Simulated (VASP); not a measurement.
Runs of VASP 6.6.1 on GaAs. The structure is cubic, space group F-43m (No. 216). Conventional cell: a = 5.666 Å, b = 5.666 Å, c = 5.666 Å, α = 90.00°, β = 90.00°, γ = 90.00°. Ga (site symmetry -43m) has 4 As at 2.45 Å within 3.2 Å. As (site symmetry -43m) has 4 Ga at 2.45 Å within 3.2 Å. 

| level | k mesh | cutoff (eV) | smearing | grid for exact exchange (PRECFOCK) | screening parameter | share of exact exchange | gap on the mesh (eV) | pressure (GPa) |
| --- | --- | --- | --- | --- | --- | --- | --- | --- |
| PBE | 6 × 6 × 6, shifted | 520 | gaussian 0.01 eV | - | - | - | 1.15 | 3.0 |
| HSE06 | 4 × 4 × 4 | 520 | methfessel-paxton 0.001 eV | Normal | 0.2079 1/Å | - | 1.41 | 0.8 |
| PBE | 4 × 4 × 4 | 500 | gaussian 0.01 eV | - | - | - | 0.46 | 3.2 |
| PBE-based global hybrid | 4 × 4 × 4 | 520 | gaussian 0.01 eV | Normal | - | 0.75 | 5.74 | -4.4 |
| PBE | 6 × 6 × 6 | 520 | gaussian 0.01 eV | - | - | - | 0.47 | (a) |
| PBE+D4 | 6 × 6 × 6 | 520 | gaussian 0.01 eV | - | - | - | 0.47 | 0.0 |
| PBE0 | 4 × 4 × 4 | 520 | gaussian 0.01 eV | Normal | - | - | 2.12 | (b) |

Alike in all rows: task single point; potentials or basis VASP PAW PBE potentials, release 64 (Ga_d, As); no spin polarisation; cell as given.

Question: Fill in the values left out.

Answer: (a) 2.9; (b) 0.5.

Caveats: some runs use coarse meshes; the PAW data sets were made with another functional, which shifts forces and pressure a little (some runs).

A k mesh can miss the band edges, and the runs leave out spin-orbit coupling on As, Ga.
